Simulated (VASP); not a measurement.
# SbS2 in VASP: relaxation of cell and atoms with PBEsol

Aim: the relaxation of cell and atoms of SbS2 with PBEsol.

Everything below comes from runs of VASP 6.6.1. Logs are shortened: lines on timing, memory, paths and dates and some standing lists are left out, and cuts for length are marked.

## (1) The cell of the first run

The cell holds a slab with vacuum, 3 atoms: a = 3.016 Å, b = 3.016 Å, c = 16.252 Å, α = 90.00°, β = 90.00°, γ = 120.00°.

## (2) Relaxation of cell and atoms, PBEsol

Contents of INCAR:

```
SYSTEM = SbS2
PREC = Accurate ; ENCUT = 500
EDIFF = 1E-7 ; ISMEAR = 0
SIGMA = 0.1 ; LREAL = .FALSE.
LASPH = .TRUE. ; NELM = 120
ALGO = Normal ; ISIF = 3
LWAVE = .FALSE. ; LCHARG = .FALSE.
GGA = PS ; IBRION = 2
NSW = 80 ; EDIFFG = -0.05
GGA_COMPAT = .FALSE. ; NELMIN = 4
```

Contents of KPOINTS:

```
regular mesh
0
G
  6 6 2
  0 0 0
```

Contents of POSCAR:

```
SbS2
1.0
    3.0156052484      0.0000000000      0.0000000000
   -1.5078026242      2.6115907529      0.0000000000
    0.0000000000      0.0000000000     16.2518951915
Sb S
1 2
Direct
    0.3333333333      0.6666666667      0.0000000000
    0.6666666667      0.3333333333      0.9075761480
    0.6666666667      0.3333333333      0.0924238520
```

Potentials or basis: VASP PAW PBE potentials, release 64 (Sb_d_GW, S).

Started as:

```console
> cat potpaw_PBE.64/Sb_d_GW/POTCAR potpaw_PBE.64/S/POTCAR > POTCAR
> mpirun -np 1 vasp_std > vasp.out
```

OUTCAR:

```text
SYSTEM = SbS2
   PREC = Accurate
   ENCUT = 500
   EDIFF = 1E-7
   ISMEAR = 0
   LREAL = .FALSE.
   LASPH = .TRUE.
   NELM = 120
   ISIF = 3
   GGA = PS
   IBRION = 2
   NSW = 80
   EDIFFG = -0.05
   NELMIN = 4

 ion  position               nearest neighbor table
   1  0.333  0.667  0.000-   2 2.30   3 2.30   2 2.30   3 2.30   2 2.30   3 2.30
   2  0.667  0.333  0.908-   1 2.30   1 2.30   1 2.30
   3  0.667  0.333  0.092-   1 2.30   1 2.30   1 2.30

  LATTYP: Found a hexagonal cell.
 ALAT       =     3.0156052484
 C/A-ratio  =     5.3892647919

  Lattice vectors:

 A1 = (   3.0156052484,   0.0000000000,   0.0000000000)
 A2 = (  -1.5078026242,   2.6115907529,   0.0000000000)
 A3 = (   0.0000000000,   0.0000000000,  16.2518951915)

Analysis of symmetry for initial positions (statically):
=====================================================================
 Subroutine PRICEL returns:
 Original cell was already a primitive cell.

 Routine SETGRP: Setting up the symmetry group for a
 hexagonal supercell.

 Subroutine GETGRP returns: Found 12 space group operations
 (whereof 12 operations were pure point group operations)
 out of a pool of 24 trial point group operations.

The static configuration has the point symmetry D_3h.

Analysis of symmetry for dynamics (positions and initial velocities):
=====================================================================
 Subroutine PRICEL returns:
 Original cell was already a primitive cell.

 Routine SETGRP: Setting up the symmetry group for a
 hexagonal supercell.

 Subroutine GETGRP returns: Found 12 space group operations
 (whereof 12 operations were pure point group operations)
 out of a pool of 24 trial point group operations.

The dynamic configuration has the point symmetry D_3h.

 Subroutine INISYM returns: Found 12 space group operations
 (whereof 12 operations are pure point group operations),
 and found     1 'primitive' translations

----------------------------------------------------------------------------------------

                                     Primitive cell

  volume of cell :     127.9922

  direct lattice vectors                    reciprocal lattice vectors
     3.015605248  0.000000000  0.000000000     0.331608390  0.191454193  0.000000000
    -1.507802624  2.611590753  0.000000000     0.000000000  0.382908386  0.000000000
     0.000000000  0.000000000 16.251895192     0.000000000  0.000000000  0.061531285

  length of vectors
     3.015605248  3.015605248 16.251895192     0.382908386  0.382908386  0.061531285

  position of ions in fractional coordinates (direct lattice)
     0.333333333  0.666666667  0.000000000
     0.666666667  0.333333333  0.907576148
     0.666666667  0.333333333  0.092423852

  ion indices of the primitive-cell ions
   primitive index   ion index
                 1           1
                 2           2
                 3           3

----------------------------------------------------------------------------------------

 KPOINTS: regular mesh

Automatic generation of k-mesh.
 Grid dimensions read from file:
 generate k-points for:    6    6    2

 Generating k-lattice:

  Cartesian coordinates                     Fractional coordinates (reciprocal lattice)
     0.055268065  0.031909032  0.000000000     0.166666667  0.000000000  0.000000000
     0.000000000  0.063818064  0.000000000     0.000000000  0.166666667  0.000000000
     0.000000000  0.000000000  0.030765643     0.000000000  0.000000000  0.500000000

  Length of vectors
     0.063818064  0.063818064  0.030765643

  Shift w.r.t. Gamma in fractional coordinates (k-lattice)
     0.000000000  0.000000000  0.000000000

 Subroutine IBZKPT returns following result:
 ===========================================

 Found     14 irreducible k-points:

 Following reciprocal coordinates:
            Coordinates               Weight
  0.000000  0.000000  0.000000      1.000000
  0.166667 -0.000000  0.000000      6.000000
  0.333333 -0.000000  0.000000      6.000000
  0.500000 -0.000000  0.000000      3.000000
  0.166667  0.166667  0.000000      6.000000
  0.333333  0.166667  0.000000     12.000000
  0.333333  0.333333  0.000000      2.000000
  0.000000  0.000000  0.500000      1.000000
  0.166667 -0.000000  0.500000      6.000000
  0.333333 -0.000000  0.500000      6.000000
  0.500000 -0.000000  0.500000      3.000000
  0.166667  0.166667  0.500000      6.000000
  0.333333  0.166667  0.500000     12.000000
  0.333333  0.333333  0.500000      2.000000
   k-points           NKPTS =     14   k-points in BZ     NKDIM =     14   number of bands    NBANDS=     17
   number of dos      NEDOS =    301   number of ions     NIONS =      3
   total plane-waves  NPLWV =  69120
   dimension x,y,z NGX =    24 NGY =   24 NGZ =  120
   dimension x,y,z NGXF=    48 NGYF=   48 NGZF=  240
   ions per type =               1   2
   NGX,Y,Z   is equivalent  to a cutoff of  13.23, 13.23, 12.28 a.u.
   NGXF,Y,Z  is equivalent  to a cutoff of  26.46, 26.46, 24.55 a.u.
 SYSTEM =  SbS2
   PREC   = accura    normal or accurate (medium, high low for compatibility)
   ISTART =      0    job   : 0-new  1-cont  2-samecut
   ICHARG =      2    charge: 1-file 2-atom 10-const
   ISPIN  =      1    spin polarized calculation?
   LNONCOLLINEAR =      F non collinear calculations
   LSORBIT =      F    spin-orbit coupling
   LASPH  =      T    aspherical Exc in radial PAW
   ENCUT  =  500.0 eV  36.75 Ry    6.06 a.u.   5.50  5.50 29.63*2*pi/ulx,y,z
   NELM   =    120;   NELMIN=  4; NELMDL= -5     # of ELM steps
   EDIFF  = 0.1E-06   stopping-criterion for ELM
   LREAL  =      F    real-space projection
   EDIFFG = -.5E-01   stopping-criterion for IOM
   NSW    =     80    number of steps for IOM
   IBRION =      2    ionic relax: 0-MD 1-quasi-New 2-CG
   NFREE  =      1    steps in history (QN), initial steepest desc. (CG)
   ISIF   =      3    stress and relaxation
   ISYM   =      2    0-nonsym 1-usesym 2-fastsym
   POTIM  = 0.5000    time-step for ionic-motion
   TEBEG  =    0.0;   TEEND  =   0.0 temperature during run
   PSTRESS=    0.0 pullay stress
   NELECT =      27.0000    total number of electrons
   NUPDOWN=      -1.0000    fix difference up-down
   EMIN   =  10.00;   EMAX   =-10.00  energy-range for DOS
   EFERMI =   0.00;   METHOD = LEGACY
   ISMEAR =     0;   SIGMA  =   0.10  broadening in eV -4-tet -1-fermi 0-gaus
   EFERMI_NEDOS =   21; number of points for ismear=-14 and -15
   IALGO  =     38    algorithm
   IMIX   =      4    mixing-type and parameters
     AMIX     =   0.40;   BMIX     =  1.00
     AMIX_MAG =   1.60;   BMIX_MAG =  1.00
  volume/ion in A,a.u.               =      42.66       287.91
  Fermi-wavevector in a.u.,A,eV,Ry     =   0.974544  1.841622 12.921948  0.949736
  Thomas-Fermi vector in A             =   2.105012
   LORBIT       =      0    0 simple, 1 ext, 2 COOP (PROOUT), +10 PAW based schemes
   GGA     = PS    functional components
   LHFCALC =     F    Hartree Fock is set to
   AEXX    =    0.0000 exact exchange contribution
   IVDW    =     0    specifies the selected vdW correction
   LEPSILON=     F    determine dielectric tensor
   LRPA    =     F    only Hartree local field effects (RPA)
 conjugate gradient relaxation of ions
 non-spin polarized calculation
 Gauss-broadening in eV      SIGMA  =   0.10
  energy-cutoff  :      500.00
  volume of cell :      127.99
 maximum number of plane-waves:      3312
 NGX is ok and might be reduce to    24
   NGX = 11   NGY = 11   NGZ = 59

--------------------------------------- Ionic step        1  -------------------------------------------

 number of electron      27.0000010 magnetization

 Free energy of the ion-electron system (eV)
  ---------------------------------------------------
  ext. energy  EPLUGINS =         0.00000000
  ---------------------------------------------------
  free energy    TOTEN  =        -8.82015184 eV

  energy without entropy =       -8.80880585  energy(sigma->0) =       -8.81447885

 E-fermi :   0.6599     XC(G=0):  -4.8650

 val. band max:        0.6211153578   @ k =   0.3333   0.3333   0.0000
 cond. band min:       0.7030108513   @ k =   0.3333   0.3333   0.5000
 fundamental gap:      0.0818954935
 Fermi energy:         0.6598574439

 k-point     1 :       0.0000    0.0000    0.0000
  band No.  band energies     occupation
      1     -30.1624      2.00000
      2     -30.1623      2.00000
      3     -30.1012      2.00000
      4     -29.9944      2.00000
      5     -29.9944      2.00000
      6     -19.5478      2.00000
[... 9 lines left out ...]
     16       4.7345      0.00000
     17       4.7847      0.00000
[... 362 lines left out ...]
  FREE ENERGIE OF THE ION-ELECTRON SYSTEM (eV)
  ---------------------------------------------------
  free  energy   TOTEN  =       -12.4543665753 eV

  energy  without entropy=      -12.4442486680  energy(sigma->0) =      -12.44930762

[... ionic steps 4 to 10 ...]

--------------------------------------- Ionic step       11  -------------------------------------------

 number of electron      26.9999977 magnetization

------------------------ aborting loop because EDIFF is reached ----------------------------------------

  FORCE on cell =-STRESS in cart. coord.  units (eV):
  Direction    XX          YY          ZZ          XY          YZ          ZX
  --------------------------------------------------------------------------------------
  -------------------------------------------------------------------------------------
  Total       -0.4147662     -0.4147662     -0.6956823      0.0000000     -0.0000000      0.0000000
  in kB       -3.5373370     -3.5373370     -5.9331321      0.0000000     -0.0000000      0.0000000
  external PRESSURE =      -4.3359353 kB  Pullay stress =       0.0000000 kB
[... 59 lines left out ...]
  energy  without entropy=      -12.9089048598  energy(sigma->0) =      -12.91881325

--------------------------------------- Ionic step       13  -------------------------------------------

 number of electron      26.9999979 magnetization

 Free energy of the ion-electron system (eV)
  ---------------------------------------------------
  ext. energy  EPLUGINS =         0.00000000
  ---------------------------------------------------
  free energy    TOTEN  =       -12.93168258 eV

  energy without entropy =      -12.91132115  energy(sigma->0) =      -12.92150187

 E-fermi :  -2.1344     XC(G=0):  -4.2434

 val. band max:       -2.1633804149   @ k =   0.3333   0.1667   0.0000
 cond. band min:      -2.0587172776   @ k =   0.3333   0.3333   0.5000
 fundamental gap:      0.1046631372
 Fermi energy:        -2.1343586629

 k-point     1 :       0.0000    0.0000    0.0000
  band No.  band energies     occupation
      1     -31.4875      2.00000
      2     -31.4875      2.00000
      3     -31.4311      2.00000
      4     -31.4147      2.00000
      5     -31.4147      2.00000
      6     -16.8284      2.00000
[... 9 lines left out ...]
     16       1.0257      0.00000
     17       1.1236      0.00000
[... 288 lines left out ...]
  FREE ENERGIE OF THE ION-ELECTRON SYSTEM (eV)
  ---------------------------------------------------
  free  energy   TOTEN  =       -12.9316825802 eV

  energy  without entropy=      -12.9113211514  energy(sigma->0) =      -12.92150187

 reached required accuracy - stopping structural energy minimisation
```

Run time: 3.6 min. Hardware: 1 thread of Intel Xeon 6975P-C (Granite Rapids), shared host; peak memory 0.28 GiB.

What came out:

- Free energy: -12.9317 eV
- Relaxed cell: a = 3.578 Å, b = 3.578 Å, c = 16.710 Å, α = 90.00°, β = 90.00°, γ = 120.00°
- Space group after relaxing (to 0.1 Å): P-6m2 (No. 187)
- Energy gained by relaxing: 1370.5 meV/atom
- Ionic steps: 13
- Largest force after relaxing: 0.008 eV/Å
- Band gap on the k mesh: zero (an odd number of electrons rules out a gap without spin polarisation)

Forces on the atoms (eV/Å):
```
Sb   0.000  0.000  0.000
S    0.000  0.000 -0.008
S    0.000  0.000  0.008
```

The path:
```tsv
step	energy change (eV)	largest force (eV/Å)	pressure (GPa)	volume (Å³)
1	0.0000	7.7066	26.76	127.99
2	0.5722	2.3817	-4.28	310.46
3	-3.6342	1.6390	-1.41	185.65
4	-3.7204	1.3177	-0.44	179.20
5	-3.7545	0.8888	0.87	172.18
6	-3.7541	0.9589	0.66	173.15
7	-4.0442	0.4477	-0.13	182.05
8	-4.0988	0.3133	-0.35	185.89
9	-4.0352	0.3850	-0.63	193.08
10	-4.1062	0.2154	-0.42	187.44
11	-4.1069	0.1888	-0.43	187.86
12	-4.1086	0.1722	0.36	183.31
13	-4.1115	0.0079	0.00	185.31
```

Final structure:
```
Sb S
1.0
     3.57843    0.00000    0.00000
    -1.78921    3.09901    0.00000
     0.00000    0.00000   16.71024
Sb S
1 2
Direct
  0.33333 0.66667 0.00000
  0.66667 0.33333 0.89974
  0.66667 0.33333 0.10026
```

Caveat: the k points lie up to 0.34 Å⁻¹ apart in the final cell, too coarse for converged energies and pressures of a metal; the volume moved by over 15 % at a fixed basis, so the end points are rough; there is no dipole correction, which matters where the two faces differ; the relaxation moved the vacuum too, so the length across it says nothing of the material; the PAW data sets were made with another functional, which shifts forces and pressure a little; spin-orbit coupling is left out, which moves the levels of the heavy elements; an odd number of electrons without spin polarisation forces a metal; a magnetic or distorted state may lie lower.

The gap in the log of VASP goes by the Fermi energy; the results here count the filled bands.